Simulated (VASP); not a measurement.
# Cu (P6_3/mmc) in VASP: further runs

The runs below take Cu through single point, with PBEsol.

Everything below comes from runs of VASP 6.6.1. Logs are shortened: lines on timing, memory, paths and dates and some standing lists are left out, and cuts for length are marked.

## Step 1: The cell of the first run

Symmetry: P6_3/mmc, No. 194, hexagonal system. Conventional cell: a = 2.479 Å, b = 2.479 Å, c = 8.093 Å, α = 90.00°, β = 90.00°, γ = 120.00°. Cu (site symmetry -6m2) has 12 Cu at 2.48 Å within 3.3 Å. Cu (site symmetry -3m) has 12 Cu at 2.48 Å within 3.3 Å.

This isn't the form of Cu at room conditions, which is fcc.

## Step 2: Single point, PBEsol (10.77 Å³/atom)

File INCAR:

```
PREC = Accurate
ENCUT = 520
EDIFF = 1E-6
ISMEAR = -1
SIGMA = 0.05
LREAL = False
LASPH = True
NELM = 80
ALGO = Normal
ISIF = 2
LWAVE = False
LCHARG = False
GGA = PS
NBANDS = 30
```

File KPOINTS:

```
Automatic mesh
0
Gamma
  12 12 4
```

File POSCAR:

```
Cu
1.0
    2.4791012850      0.0000000000      0.0000000000
   -1.2395506425      2.1469646914      0.0000000000
    0.0000000000      0.0000000000      8.0931592851
Cu
4
Direct
    0.6666666667      0.3333333333      0.7500000000
    0.0000000000      0.0000000000      0.5000000000
    0.3333333333      0.6666666667      0.2500000000
    0.0000000000      0.0000000000      0.0000000000
```

Potentials or basis: VASP PAW PBE potentials, release 64 (Cu).

The run is started by

```sh
> cat potpaw_PBE.64/Cu/POTCAR > POTCAR
> mpirun -np 1 vasp_std > vasp.out
```

OUTCAR:

```text
PREC = Accurate
   ENCUT = 520
   EDIFF = 1E-6
   ISMEAR = -1
   LREAL = False
   LASPH = True
   NELM = 80
   ISIF = 2
   GGA = PS

 ion  position               nearest neighbor table
   1  0.667  0.333  0.750-   2 2.48   4 2.48   2 2.48   4 2.48   2 2.48   4 2.48
   2  0.000  0.000  0.500-   1 2.48   3 2.48   1 2.48   3 2.48   1 2.48   3 2.48
   3  0.333  0.667  0.250-   2 2.48   4 2.48   2 2.48   4 2.48   2 2.48   4 2.48
   4  0.000  0.000  0.000-   1 2.48   3 2.48   1 2.48   3 2.48   1 2.48   3 2.48

  LATTYP: Found a hexagonal cell.
 ALAT       =     2.4791012850
 C/A-ratio  =     3.2645537050

  Lattice vectors:

 A1 = (   2.4791012850,   0.0000000000,   0.0000000000)
 A2 = (  -1.2395506425,   2.1469646914,   0.0000000000)
 A3 = (   0.0000000000,   0.0000000000,   8.0931592851)

Analysis of symmetry for initial positions (statically):
=====================================================================
 Subroutine PRICEL returns:
 Original cell was already a primitive cell.

 Routine SETGRP: Setting up the symmetry group for a
 hexagonal supercell.

 Subroutine GETGRP returns: Found 24 space group operations
 (whereof 12 operations were pure point group operations)
 out of a pool of 24 trial point group operations.

The static configuration has the point symmetry D_3d.
 The point group associated with its full space group is D_6h.

Analysis of symmetry for dynamics (positions and initial velocities):
=====================================================================
 Subroutine PRICEL returns:
 Original cell was already a primitive cell.

 Routine SETGRP: Setting up the symmetry group for a
 hexagonal supercell.

 Subroutine GETGRP returns: Found 24 space group operations
 (whereof 12 operations were pure point group operations)
 out of a pool of 24 trial point group operations.

The dynamic configuration has the point symmetry D_3d.
 The point group associated with its full space group is D_6h.

 Subroutine INISYM returns: Found 24 space group operations
 (whereof 12 operations are pure point group operations),
 and found     1 'primitive' translations

----------------------------------------------------------------------------------------

                                     Primitive cell

  volume of cell :      43.0762

  direct lattice vectors                    reciprocal lattice vectors
     2.479101285  0.000000000  0.000000000     0.403371982  0.232886923  0.000000000
    -1.239550643  2.146964691  0.000000000     0.000000000  0.465773845  0.000000000
     0.000000000  0.000000000  8.093159285     0.000000000  0.000000000  0.123561142

  length of vectors
     2.479101285  2.479101285  8.093159285     0.465773845  0.465773845  0.123561142

  position of ions in fractional coordinates (direct lattice)
     0.666666667  0.333333333  0.750000000
     0.000000000  0.000000000  0.500000000
     0.333333333  0.666666667  0.250000000
     0.000000000  0.000000000  0.000000000

  ion indices of the primitive-cell ions
   primitive index   ion index
                 1           1
                 2           2
                 3           3
                 4           4

----------------------------------------------------------------------------------------

 KPOINTS: Automatic mesh

Automatic generation of k-mesh.
 Grid dimensions read from file:
 generate k-points for:   12   12    4

 Generating k-lattice:

  Cartesian coordinates                     Fractional coordinates (reciprocal lattice)
     0.033614332  0.019407244  0.000000000     0.083333333  0.000000000  0.000000000
     0.000000000  0.038814487  0.000000000     0.000000000  0.083333333  0.000000000
     0.000000000  0.000000000  0.030890285     0.000000000  0.000000000  0.250000000

  Length of vectors
     0.038814487  0.038814487  0.030890285

  Shift w.r.t. Gamma in fractional coordinates (k-lattice)
     0.000000000  0.000000000  0.000000000

 Subroutine IBZKPT returns following result:
 ===========================================

 Found     57 irreducible k-points:

 Following reciprocal coordinates:
            Coordinates               Weight
  0.000000  0.000000  0.000000      1.000000
  0.083333 -0.000000  0.000000      6.000000
  0.166667  0.000000  0.000000      6.000000
  0.250000  0.000000  0.000000      6.000000
  0.333333  0.000000  0.000000      6.000000
  0.416667  0.000000  0.000000      6.000000
[... 16 lines left out ...]
  0.250000  0.000000  0.250000     12.000000
  0.333333  0.000000  0.250000     12.000000
 [... further k-points ...]
   k-points           NKPTS =     57   k-points in BZ     NKDIM =     57   number of bands    NBANDS=     30
   number of dos      NEDOS =    301   number of ions     NIONS =      4
   total plane-waves  NPLWV =  19440
   dimension x,y,z NGX =    18 NGY =   18 NGZ =   60
   dimension x,y,z NGXF=    36 NGYF=   36 NGZF=  120
   ions per type =               4
   NGX,Y,Z   is equivalent  to a cutoff of  12.07, 12.07, 12.32 a.u.
   NGXF,Y,Z  is equivalent  to a cutoff of  24.14, 24.14, 24.65 a.u.
 SYSTEM =  unknown system
   PREC   = accura    normal or accurate (medium, high low for compatibility)
   ISTART =      0    job   : 0-new  1-cont  2-samecut
   ICHARG =      2    charge: 1-file 2-atom 10-const
   ISPIN  =      1    spin polarized calculation?
   LNONCOLLINEAR =      F non collinear calculations
   LSORBIT =      F    spin-orbit coupling
   LASPH  =      T    aspherical Exc in radial PAW
   ENCUT  =  520.0 eV  38.22 Ry    6.18 a.u.   4.61  4.61 15.05*2*pi/ulx,y,z
   NELM   =     80;   NELMIN=  2; NELMDL= -5     # of ELM steps
   EDIFF  = 0.1E-05   stopping-criterion for ELM
   LREAL  =      F    real-space projection
   EDIFFG = 0.1E-04   stopping-criterion for IOM
   NSW    =      0    number of steps for IOM
   IBRION =     -1    ionic relax: 0-MD 1-quasi-New 2-CG
   NFREE  =      0    steps in history (QN), initial steepest desc. (CG)
   ISIF   =      2    stress and relaxation
   ISYM   =      2    0-nonsym 1-usesym 2-fastsym
   POTIM  = 0.5000    time-step for ionic-motion
   TEBEG  =    0.0;   TEEND  =   0.0 temperature during run
   PSTRESS=    0.0 pullay stress
   NELECT =      44.0000    total number of electrons
   NUPDOWN=      -1.0000    fix difference up-down
   EMIN   =  10.00;   EMAX   =-10.00  energy-range for DOS
   EFERMI =   0.00;   METHOD = LEGACY
   ISMEAR =    -1;   SIGMA  =   0.05  broadening in eV -4-tet -1-fermi 0-gaus
   EFERMI_NEDOS =   21; number of points for ismear=-14 and -15
   IALGO  =     38    algorithm
   IMIX   =      4    mixing-type and parameters
     AMIX     =   0.40;   BMIX     =  1.00
     AMIX_MAG =   1.60;   BMIX_MAG =  1.00
  volume/ion in A,a.u.               =      10.77        72.67
  Fermi-wavevector in a.u.,A,eV,Ry     =   1.648719  3.115627 36.984367  2.718274
  Thomas-Fermi vector in A             =   2.737961
   LORBIT       =      0    0 simple, 1 ext, 2 COOP (PROOUT), +10 PAW based schemes
   GGA     = PS    functional components
   LHFCALC =     F    Hartree Fock is set to
   AEXX    =    0.0000 exact exchange contribution
   IVDW    =     0    specifies the selected vdW correction
   LEPSILON=     F    determine dielectric tensor
   LRPA    =     F    only Hartree local field effects (RPA)
 non-spin polarized calculation
  energy-cutoff  :      520.00
  volume of cell :       43.08
 maximum number of plane-waves:      1177
   NGX =  9   NGY =  9   NGZ = 31

 number of electron      43.9999955 magnetization

 Free energy of the ion-electron system (eV)
  ---------------------------------------------------
  ext. energy  EPLUGINS =         0.00000000
  ---------------------------------------------------
  free energy    TOTEN  =       -17.13576566 eV

  energy without entropy =      -17.12277080  energy(sigma->0) =      -17.12926823

 E-fermi :   8.5164     XC(G=0): -13.4559

 val. band max:        8.5051502124   @ k =   0.1667   0.0833   0.5000
 cond. band min:       8.5802259180   @ k =   0.5000   0.0000   0.5000
 fundamental gap:      0.0750757056
 Fermi energy:         8.5164080950

 k-point     1 :       0.0000    0.0000    0.0000
  band No.  band energies     occupation
      1      -1.5201      2.00000
      2       0.7273      2.00000
      3       0.7438      2.00000
      4       2.9542      2.00000
      5       4.9724      2.00000
      6       4.9734      2.00000
[... 22 lines left out ...]
     29      31.1932      0.00000
     30      31.8538      0.00000

 k-point     2 :       0.0833   -0.0000    0.0000
  band No.  band energies     occupation
      1      -1.2803      2.00000
      2       0.9397      2.00000
      3       0.9558      2.00000
      4       3.0985      2.00000
      5       4.8550      2.00000
      6       4.9138      2.00000
[... 22 lines left out ...]
     29      29.4533      0.00000
     30      29.4921      0.00000

 k-point     3 :       0.1667    0.0000    0.0000
  band No.  band energies     occupation
      1      -0.5787      2.00000
      2       1.5346      2.00000
      3       1.5492      2.00000
      4       3.4681      2.00000
      5       4.6411      2.00000
      6       4.7719      2.00000
[... 22 lines left out ...]
     29      25.6999      0.00000
     30      25.7497      0.00000

 k-point     4 :       0.2500    0.0000    0.0000
  band No.  band energies     occupation
      1       0.5166      2.00000
      2       2.3344      2.00000
      3       2.3462      2.00000
      4       3.8165      2.00000
      5       4.4660      2.00000
      6       4.4960      2.00000
[... 616 lines left out ...]
     29      25.7699      0.00000
     30      26.9132      0.00000

 k-point    23 :       0.2500    0.0000    0.2500
  band No.  band energies     occupation
      1       0.6462      2.00000
      2       1.6148      2.00000
      3       3.0633      2.00000
      4       3.7951      2.00000
      5       4.3788      2.00000
      6       4.3956      2.00000
[... 22 lines left out ...]
     29      23.0954      0.00000
     30      25.5063      0.00000

 k-point    24 :       0.3333    0.0000    0.2500
  band No.  band energies     occupation
      1       1.9083      2.00000
      2       2.5315      2.00000
      3       3.3187      2.00000
      4       3.8141      2.00000
      5       4.0888      2.00000
      6       4.1921      2.00000
[... 22 lines left out ...]
     29      21.8400      0.00000
     30      22.6441      0.00000

 [... further k-points ...]

------------------------ aborting loop because EDIFF is reached ----------------------------------------

  FORCE on cell =-STRESS in cart. coord.  units (eV):
  Direction    XX          YY          ZZ          XY          YZ          ZX
  --------------------------------------------------------------------------------------
  -------------------------------------------------------------------------------------
  Total        2.8644253      2.8644253      2.7104526      0.0000000      0.0000000      0.0000000
  in kB      106.5395420    106.5395420    100.8126754      0.0000000      0.0000000      0.0000000
  external PRESSURE =     104.6305864 kB  Pullay stress =       0.0000000 kB

 VOLUME and BASIS-vectors are now :
 -----------------------------------------------------------------------------
  energy-cutoff  :      520.00
  volume of cell :       43.08
      direct lattice vectors                 reciprocal lattice vectors
     2.479101285  0.000000000  0.000000000     0.403371982  0.232886923  0.000000000
    -1.239550643  2.146964691  0.000000000     0.000000000  0.465773845  0.000000000
     0.000000000  0.000000000  8.093159285     0.000000000  0.000000000  0.123561142

 POSITION                                       TOTAL-FORCE (eV/Angst)
 -----------------------------------------------------------------------------------
      1.23955      0.71565      6.06987        -0.000000      0.000000     -0.000000
      0.00000      0.00000      4.04658        -0.000000      0.000000     -0.000000
     -0.00000      1.43131      2.02329         0.000000      0.000000      0.000000
      0.00000      0.00000      0.00000        -0.000000      0.000000     -0.000000
 -----------------------------------------------------------------------------------
    total drift:                                0.000000     -0.000000      0.000000

  FREE ENERGIE OF THE ION-ELECTRON SYSTEM (eV)
  ---------------------------------------------------
  free  energy   TOTEN  =       -17.1357656643 eV

  energy  without entropy=      -17.1227707954  energy(sigma->0) =      -17.12926823
```

Wall time 90 s (1 thread of Intel Xeon 8259CL, shared host); peak memory 0.18 GiB.

What came out:

```yaml
Free_energy: -17.1358 eV
Pressure: 10.5 GPa
Band_gap_on_the_k_mesh: zero (bands 22 and 23 overlap by 5.41 eV)
```

Caveat: the cell stands under pressure; the PAW data sets were made with another functional, which shifts forces and pressure a little.

## Step 3: Single point, PBEsol (11.00 Å³/atom)

This run uses another cell than the first one, of 11.00 Å³/atom.

File INCAR:

```
SYSTEM = Cu
PREC = Accurate
ENCUT = 520
EDIFF = 1E-7
ISMEAR = -1
SIGMA = 0.05
LREAL = .False.
LASPH = .True.
NELM = 80
ALGO = Normal
ISIF = 2
LWAVE = .False.
LCHARG = .False.
GGA = PS
NBANDS = 30
```

File KPOINTS:

```
regular mesh
0
Gamma
  12 12 4
  0 0 0
```

File POSCAR:

```
Cu
1.0
    2.4965603200      0.0000000000      0.0000000000
   -1.2482801600      2.1620846592      0.0000000000
    0.0000000000      0.0000000000      8.1501552425
Cu
4
Direct
    0.6666666667      0.3333333333      0.7500000000
    0.0000000000      0.0000000000      0.5000000000
    0.3333333333      0.6666666667      0.2500000000
    0.0000000000      0.0000000000      0.0000000000
```

Potentials or basis: VASP PAW PBE potentials, release 64 (Cu).

The run is started by

```sh
> cat potpaw_PBE.64/Cu/POTCAR > POTCAR
> mpirun -np 1 vasp_std > vasp.out
```

Wall time 2.6 min (1 thread of Intel Xeon 8259CL, shared host); peak memory 0.19 GiB.

The run converged. Its results:

```yaml
Free_energy: -17.1827 eV
Pressure: 6.0 GPa
Band_gap_on_the_k_mesh: zero (bands 22 and 23 overlap by 5.34 eV)
```

Stress tensor (GPa, compression positive):
```
6.18 0.00 0.00
0.00 6.18 0.00
0.00 0.00 5.65
```

Levels at points of the mesh, in eV from the Fermi level:
```csv
k point,band 19,band 20,band 21,band 22,band 23,band 24,band 25,band 26
"(0.00, 0.00, 0.00)",-2.14,-1.97,-1.97,-1.65,-1.65,-1.16,4.20,13.12
"(0.50, 0.00, 0.00)",-1.50,-1.48,-0.70,0.36,1.09,1.68,5.02,5.04
"(0.00, 0.00, 0.50)",-2.28,-2.28,-1.78,-1.78,-1.78,-1.78,7.39,7.39
"(0.50, 0.00, 0.50)",-1.51,-1.51,0.08,0.08,1.46,1.46,5.50,5.50
```

Caveat: the cell stands under pressure; the PAW data sets were made with another functional, which shifts forces and pressure a little.

[end of part 1 of 2]

The gap in the log of VASP goes by the Fermi energy; the results here count the filled bands.